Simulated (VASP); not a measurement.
# Co (P6_3/mmc) in VASP: single point with PBE

Aim: the single point of Co with PBE.

Everything below comes from runs of VASP 6.6.1. Logs are shortened: lines on timing, memory, paths and dates and some standing lists are left out, and cuts for length are marked.

## 1. The cell of the first run

It takes space group P6_3/mmc (No. 194, hexagonal). Conventional cell: a = 2.370 Å, b = 2.370 Å, c = 4.620 Å, α = 90.00°, β = 90.00°, γ = 120.00°. Within 3.1 Å of Co (site symmetry -6m2) lie 12 Co at 2.37 to 2.68 Å.

## 2. Single point, PBE, collinear spin, ferromagnetic start

INCAR

```
SYSTEM = Co
ALGO = Normal
EDIFF = 1E-7
ENCUT = 520
GGA = PE
ISIF = 2
ISMEAR = 0
ISPIN = 2
LASPH = .True.
LCHARG = .True.
LELF = .True.
LMAXMIX = 4
LORBIT = 11
LREAL = .False.
LVHAR = .True.
LWAVE = .False.
MAGMOM = 1.95 1.95
NBANDS = 20
NELM = 150
PREC = Accurate
SIGMA = 0.15
```

KPOINTS

```
k-points
0
Gamma
  24 24 14
  0 0 0
```

POSCAR

```
Co
1.0
    2.3704705749      0.0000000000      0.0000000000
   -1.1852352875      2.0528877368      0.0000000000
    0.0000000000      0.0000000000      4.6197340730
Co
2
Direct
    0.3333333333      0.6666666667      0.2500000000
    0.6666666667      0.3333333333      0.7500000000
```

Potentials or basis: VASP PAW PBE potentials, release 64 (Co).

Run with:

```
cat potpaw_PBE.64/Co/POTCAR > POTCAR
mpirun -np 1 vasp_std > vasp.out
```

OUTCAR:

```text
SYSTEM = Co
   EDIFF = 1E-7
   ENCUT = 520
   GGA = PE
   ISIF = 2
   ISMEAR = 0
   ISPIN = 2
   LASPH = .True.
   LORBIT = 11
   LREAL = .False.
   NELM = 150
   PREC = Accurate

 ion  position               nearest neighbor table
   1  0.333  0.667  0.250-   2 2.68   2 2.68   2 2.68   2 2.68   2 2.68   2 2.68
   2  0.667  0.333  0.750-   1 2.68   1 2.68   1 2.68   1 2.68   1 2.68   1 2.68

  LATTYP: Found a hexagonal cell.
 ALAT       =     2.3704705749
 C/A-ratio  =     1.9488679260

  Lattice vectors:

 A1 = (   2.3704705749,   0.0000000000,   0.0000000000)
 A2 = (  -1.1852352875,   2.0528877368,   0.0000000000)
 A3 = (   0.0000000000,   0.0000000000,   4.6197340730)

Analysis of symmetry for initial positions (statically):
=====================================================================
 Subroutine PRICEL returns:
 Original cell was already a primitive cell.

 Routine SETGRP: Setting up the symmetry group for a
 hexagonal supercell.

 Subroutine GETGRP returns: Found 24 space group operations
 (whereof 12 operations were pure point group operations)
 out of a pool of 24 trial point group operations.

The static configuration has the point symmetry D_3d.
 The point group associated with its full space group is D_6h.

Analysis of symmetry for dynamics (positions and initial velocities):
=====================================================================
 Subroutine PRICEL returns:
 Original cell was already a primitive cell.

 Routine SETGRP: Setting up the symmetry group for a
 hexagonal supercell.

 Subroutine GETGRP returns: Found 24 space group operations
 (whereof 12 operations were pure point group operations)
 out of a pool of 24 trial point group operations.

The dynamic configuration has the point symmetry D_3d.
 The point group associated with its full space group is D_6h.

Analysis of structural, dynamic, and magnetic symmetry:
=====================================================================
 Subroutine PRICEL returns:
 Original cell was already a primitive cell.

 Routine SETGRP: Setting up the symmetry group for a
 hexagonal supercell.

 Subroutine GETGRP returns: Found 24 space group operations
 (whereof 12 operations were pure point group operations)
 out of a pool of 24 trial point group operations.

The overall configuration has the point symmetry D_3d.
 The point group associated with its full space group is D_6h.

 Subroutine INISYM returns: Found 24 space group operations
 (whereof 12 operations are pure point group operations),
 and found     1 'primitive' translations

----------------------------------------------------------------------------------------

                                     Primitive cell

  volume of cell :      22.4811

  direct lattice vectors                    reciprocal lattice vectors
     2.370470575  0.000000000  0.000000000     0.421857167  0.243559349  0.000000000
    -1.185235288  2.052887737  0.000000000     0.000000000  0.487118697  0.000000000
     0.000000000  0.000000000  4.619734073     0.000000000  0.000000000  0.216462676

  length of vectors
     2.370470575  2.370470575  4.619734073     0.487118697  0.487118697  0.216462676

  position of ions in fractional coordinates (direct lattice)
     0.333333333  0.666666667  0.250000000
     0.666666667  0.333333333  0.750000000

  ion indices of the primitive-cell ions
   primitive index   ion index
                 1           1
                 2           2

----------------------------------------------------------------------------------------

 KPOINTS: k-points

Automatic generation of k-mesh.
 Grid dimensions read from file:
 generate k-points for:   24   24   14

 Generating k-lattice:

  Cartesian coordinates                     Fractional coordinates (reciprocal lattice)
     0.017577382  0.010148306  0.000000000     0.041666667  0.000000000  0.000000000
     0.000000000  0.020296612  0.000000000     0.000000000  0.041666667  0.000000000
     0.000000000  0.000000000  0.015461620     0.000000000  0.000000000  0.071428571

  Length of vectors
     0.020296612  0.020296612  0.015461620

  Shift w.r.t. Gamma in fractional coordinates (k-lattice)
     0.000000000  0.000000000  0.000000000

 Subroutine IBZKPT returns following result:
 ===========================================

 Found    488 irreducible k-points:

 Following reciprocal coordinates:
            Coordinates               Weight
  0.000000  0.000000  0.000000      1.000000
  0.041667  0.000000  0.000000      6.000000
  0.083333  0.000000  0.000000      6.000000
  0.125000  0.000000  0.000000      6.000000
  0.166667  0.000000  0.000000      6.000000
  0.208333  0.000000  0.000000      6.000000
[... 16 lines left out ...]
  0.416667  0.041667  0.000000     12.000000
  0.458333  0.041667  0.000000     12.000000
 [... further k-points ...]
   k-points           NKPTS =    488   k-points in BZ     NKDIM =    488   number of bands    NBANDS=     20
   number of dos      NEDOS =    301   number of ions     NIONS =      2
   total plane-waves  NPLWV =  11664
   dimension x,y,z NGX =    18 NGY =   18 NGZ =   36
   dimension x,y,z NGXF=    36 NGYF=   36 NGZF=   72
   ions per type =               2
   NGX,Y,Z   is equivalent  to a cutoff of  12.62, 12.62, 12.95 a.u.
   NGXF,Y,Z  is equivalent  to a cutoff of  25.25, 25.25, 25.91 a.u.
 SYSTEM =  Co
   PREC   = accura    normal or accurate (medium, high low for compatibility)
   ISTART =      0    job   : 0-new  1-cont  2-samecut
   ICHARG =      2    charge: 1-file 2-atom 10-const
   ISPIN  =      2    spin polarized calculation?
   LNONCOLLINEAR =      F non collinear calculations
   LSORBIT =      F    spin-orbit coupling
   LASPH  =      T    aspherical Exc in radial PAW
   ENCUT  =  520.0 eV  38.22 Ry    6.18 a.u.   4.41  4.41  8.59*2*pi/ulx,y,z
   NELM   =    150;   NELMIN=  2; NELMDL= -5     # of ELM steps
   EDIFF  = 0.1E-06   stopping-criterion for ELM
   LREAL  =      F    real-space projection
   EDIFFG = 0.1E-05   stopping-criterion for IOM
   NSW    =      0    number of steps for IOM
   IBRION =     -1    ionic relax: 0-MD 1-quasi-New 2-CG
   NFREE  =      0    steps in history (QN), initial steepest desc. (CG)
   ISIF   =      2    stress and relaxation
   ISYM   =      2    0-nonsym 1-usesym 2-fastsym
   POTIM  = 0.5000    time-step for ionic-motion
   TEBEG  =    0.0;   TEEND  =   0.0 temperature during run
   PSTRESS=    0.0 pullay stress
   NELECT =      18.0000    total number of electrons
   NUPDOWN=      -1.0000    fix difference up-down
   EMIN   =  10.00;   EMAX   =-10.00  energy-range for DOS
   EFERMI =   0.00;   METHOD = LEGACY
   ISMEAR =     0;   SIGMA  =   0.15  broadening in eV -4-tet -1-fermi 0-gaus
   EFERMI_NEDOS =   21; number of points for ismear=-14 and -15
   IALGO  =     38    algorithm
   IMIX   =      4    mixing-type and parameters
     AMIX     =   0.40;   BMIX     =  1.00
     AMIX_MAG =   1.60;   BMIX_MAG =  1.00
  volume/ion in A,a.u.               =      11.24        75.85
  Fermi-wavevector in a.u.,A,eV,Ry     =   1.520174  2.872713 31.442115  2.310930
  Thomas-Fermi vector in A             =   2.629061
   LORBIT       =     11    0 simple, 1 ext, 2 COOP (PROOUT), +10 PAW based schemes
   GGA     = PE    functional components
   LHFCALC =     F    Hartree Fock is set to
   AEXX    =    0.0000 exact exchange contribution
   IVDW    =     0    specifies the selected vdW correction
   LEPSILON=     F    determine dielectric tensor
   LRPA    =     F    only Hartree local field effects (RPA)
 spin polarized calculation
 Gauss-broadening in eV      SIGMA  =   0.15
  energy-cutoff  :      520.00
  volume of cell :       22.48
 maximum number of plane-waves:       631
 NGX is ok and might be reduce to    18
   NGX =  9   NGY =  9   NGZ = 17

 number of electron      18.0000017 magnetization       3.3459809

 Free energy of the ion-electron system (eV)
  ---------------------------------------------------
  ext. energy  EPLUGINS =         0.00000000
  ---------------------------------------------------
  free energy    TOTEN  =       -13.65748485 eV

  energy without entropy =      -13.62794953  energy(sigma->0) =      -13.64271719

 E-fermi :   9.9257     XC(G=0): -13.1714

 val. band max:        9.9253183778   @ k =   0.2500   0.0833   0.2857
 cond. band min:       9.9271306927   @ k =   0.3333   0.0833   0.0714
 fundamental gap:      0.0018123149
 Fermi energy:         9.9257049026

 spin component 1

 k-point     1 :       0.0000    0.0000    0.0000
  band No.  band energies     occupation
      1       1.0675      1.00000
      2       4.4023      1.00000
      3       6.3499      1.00000
      4       7.2855      1.00000
      5       7.2855      1.00000
      6       7.4166      1.00000
[... 12 lines left out ...]
     19      37.9461      0.00000
     20      38.9811      0.00000
[... 507 lines left out ...]
 k-point    24 :       0.4583    0.0417    0.0000
  band No.  band energies     occupation
      1       5.0296      1.00000
      2       5.1191      1.00000
      3       5.3030      1.00000
      4       6.6812      1.00000
      5       7.3619      1.00000
      6       7.5849      1.00000
[... 12 lines left out ...]
     19      34.1201      0.00000
     20      34.5067      0.00000

 [... further k-points ...]

 spin component 2

 k-point     1 :       0.0000    0.0000    0.0000
  band No.  band energies     occupation
      1       1.1046      1.00000
      2       5.1633      1.00000
      3       7.7967      1.00000
      4       8.0201      1.00000
      5       8.8896      1.00000
      6       8.8896      1.00000
[... 12 lines left out ...]
     19      38.3547      0.00000
     20      39.2520      0.00000
[... 507 lines left out ...]
 k-point    24 :       0.4583    0.0417    0.0000
  band No.  band energies     occupation
      1       6.0895      1.00000
      2       6.2386      1.00000
      3       6.6892      1.00000
      4       8.3332      1.00000
      5       8.6476      1.00000
      6       8.8465      1.00000
[... 12 lines left out ...]
     19      34.4464      0.00000
     20      34.8608      0.00000

 [... further k-points ...]

------------------------ aborting loop because EDIFF is reached ----------------------------------------

  FORCE on cell =-STRESS in cart. coord.  units (eV):
  Direction    XX          YY          ZZ          XY          YZ          ZX
  --------------------------------------------------------------------------------------
  -------------------------------------------------------------------------------------
  Total        2.3235117      2.3235117     -4.0475213     -0.0000000      0.0000000     -0.0000000
  in kB      165.5917505    165.5917505   -288.4582580     -0.0000000      0.0000000     -0.0000000
  external PRESSURE =      14.2417476 kB  Pullay stress =       0.0000000 kB

 VOLUME and BASIS-vectors are now :
 -----------------------------------------------------------------------------
  energy-cutoff  :      520.00
  volume of cell :       22.48
      direct lattice vectors                 reciprocal lattice vectors
     2.370470575  0.000000000  0.000000000     0.421857167  0.243559349  0.000000000
    -1.185235288  2.052887737  0.000000000     0.000000000  0.487118697  0.000000000
     0.000000000  0.000000000  4.619734073     0.000000000  0.000000000  0.216462676

 POSITION                                       TOTAL-FORCE (eV/Angst)
 -----------------------------------------------------------------------------------
     -0.00000      1.36859      1.15493         0.000000     -0.000000      0.000000
      1.18524      0.68430      3.46480        -0.000000      0.000000      0.000000
 -----------------------------------------------------------------------------------
    total drift:                               -0.000000     -0.000000     -0.000000

  FREE ENERGIE OF THE ION-ELECTRON SYSTEM (eV)
  ---------------------------------------------------
  free  energy   TOTEN  =       -13.6574848484 eV

  energy  without entropy=      -13.6279495341  energy(sigma->0) =      -13.64271719

 total charge

# of ion       s       p       d       tot
------------------------------------------
    1        0.491   0.506   7.260   8.256
    2        0.491   0.506   7.260   8.256
--------------------------------------------------
tot          0.982   1.012  14.519  16.513

 magnetization (x)

# of ion       s       p       d       tot
------------------------------------------
    1       -0.009  -0.045   1.742   1.689
    2       -0.009  -0.045   1.742   1.689
--------------------------------------------------
tot         -0.018  -0.089   3.484   3.377
```

Run time: 8.3 min. Hardware: 1 thread of Intel Xeon 8259CL, shared host; peak memory 0.4 GiB.

What came out:

| Property | Result |
| --- | --- |
| Free energy | -13.6575 eV |
| Pressure | 1.4 GPa |
| Net moment | 3.35 μB per cell |
| Site moments | Co +1.69 μB |
| Valence electrons inside the program's atomic spheres | Co 8.26 |

Stress tensor (GPa, compression positive):
```
 16.56   0.00   0.00
  0.00  16.56   0.00
  0.00   0.00 -28.85
```

Caveat: the stress differs along the axes, from -29 to 17 GPa.
